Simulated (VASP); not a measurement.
Write the native input for VASP 6.6.1 that does the following.

| Property | Result |
| --- | --- |
| Task | relaxation of shape and atoms at fixed volume |
| Functional | PBE |
| Potentials or basis | VASP PAW PBE potentials, release 64 (Rb_sv) |
| Cutoff | 600 eV |
| k mesh | 10 × 10 × 10 |
| Occupations | gaussian, width 0.1 eV |
| Spin | no spin polarisation |
| Dipole correction | no |
| Further INCAR settings | ALGO = Normal; EDIFF = 1e-07; IBRION = 2; EDIFFG = -0.01; NSW = 50; ISIF = 4 |

The structure of Rb lies in POSCAR:

```
Rb
1.0
   -2.8451569133      2.8451569133      2.6425086802
    2.8451569133     -2.8451569133      2.6425086802
    2.8451569133      2.8451569133     -2.6425086802
Rb
1
Direct
    0.0000000000      0.0000000000      0.0000000000
```

These files were run (other wordings do the same):

INCAR

```
SYSTEM = Rb
PREC = Accurate ; ENCUT = 600
EDIFF = 1E-7 ; ISMEAR = 0
SIGMA = 0.1 ; LREAL = .FALSE.
LASPH = .TRUE. ; NELM = 100
ALGO = Normal ; ISIF = 4
LWAVE = .FALSE. ; LCHARG = .FALSE.
GGA = PE ; IBRION = 2
NSW = 50 ; EDIFFG = -0.01
```

KPOINTS

```
regular mesh
0
G
  10 10 10
  0 0 0
```

Potentials or basis: VASP PAW PBE potentials, release 64 (Rb_sv).

Run with:

```console
$ cat potpaw_PBE.64/Rb_sv/POTCAR > POTCAR
$ mpirun -np 1 vasp_std > vasp.out
```

It gave:

```yaml
Pressure_after_relaxing: 0.2 GPa
Band_gap_on_the_k_mesh: zero (an odd number of electrons rules out a gap without spin polarisation)
```

Caveat: the relaxation stopped at its first step, so nothing moved.

Wall time 38 s on 1 thread of Intel(R) Xeon(R) 6975P-C (Granite Rapids), with other jobs on the host, peak memory 0.28 GiB.
